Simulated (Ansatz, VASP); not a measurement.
# MnHg3: VASP beside Ansatz

```
Mn Hg
1.0
     4.34296    0.00000    0.00000
     0.00000    4.34296    0.00000
     0.00000    0.00000    4.34296
Mn Hg
1 3
Direct
  0.00000 0.00000 0.00000
  0.50000 0.00000 0.50000
  0.00000 0.50000 0.50000
  0.50000 0.50000 0.00000
```

Alike in both runs: task single point; functional PBE; k mesh 5 × 5 × 5; occupations gaussian, width 0.1 eV; collinear spin.

|  | VASP | Ansatz |
| --- | --- | --- |
| version | VASP 6.6.1 | Ansatz 0.2.0 |
| potentials or method | VASP PAW PBE potentials, release 64 (Mn_pv, Hg), cutoff 520 eV | plane waves, PAW |
| valence electrons in the cell | 49 | 75 |

Ansatz gave:

```
net moment per atom (μB)                                      : 1.00
size of the moment on the site where the two differ most (μB) : 4.09
```

Q: Which values does VASP return?

A: net moment per atom (μB): 1.01; size of the moment on the site where the two differ most (μB): 3.97.

Site moments also hang on the region over which each program counts them. With one functional, cell and mesh, what is left measures potentials, basis and numerics. VASP's potentials hold 49 valence electrons a cell and Ansatz's 75, so a difference there can come from the potentials and not from the codes.

Neither program's run includes spin-orbit coupling.
